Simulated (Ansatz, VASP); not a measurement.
**One calculation of LaHg3N2, two programs**

```
CELL_PARAMETERS angstrom
4.52979 0.00000 0.00000
0.00000 4.52979 0.00000
0.00000 0.00000 7.20081
ATOMIC_POSITIONS crystal
La 0.50000 0.50000 0.00000
Hg 0.50000 0.00000 0.55789
Hg 0.00000 0.50000 0.44211
Hg 0.00000 0.00000 0.00000
N 0.50000 0.00000 0.88064
N 0.00000 0.50000 0.11936
```

Change from the starting cell: species swapped into the Hf2SiAs3 type (P-4m2, No. 115).

Alike in both runs: task relaxation of cell and atoms; functional PBE; k mesh 4 × 4 × 4; occupations gaussian, width 0.1 eV; no spin polarisation.

```csv
,VASP,Ansatz
version,VASP 6.6.1,Ansatz 0.2.0
potentials or method,"VASP PAW PBE potentials, release 64 (La, Hg, N), cutoff 600 eV","scalar-relativistic, plane waves, PAW"
valence electrons in the cell,57,81
```

|  | VASP | Ansatz | Ansatz less VASP |
| --- | --- | --- | --- |
| gap on the k mesh at the Fermi level, each at its own relaxed structure (eV) | none | none | - |
| relaxed volume (Å³/atom) | 23.11 | 24.74 | +1.632 |
| relaxed cell length with the largest relative difference (Å) | 6.493 | 7.135 | +0.6414 |

A gap of «none» marks a metal or a gap that the smearing closes. One of these differences is far larger than is usual between the two programs; its cause wasn't traced. VASP's potentials hold 57 valence electrons a cell and Ansatz's 81, so a difference there can come from the potentials and not from the codes.

Spin-orbit coupling is off throughout.
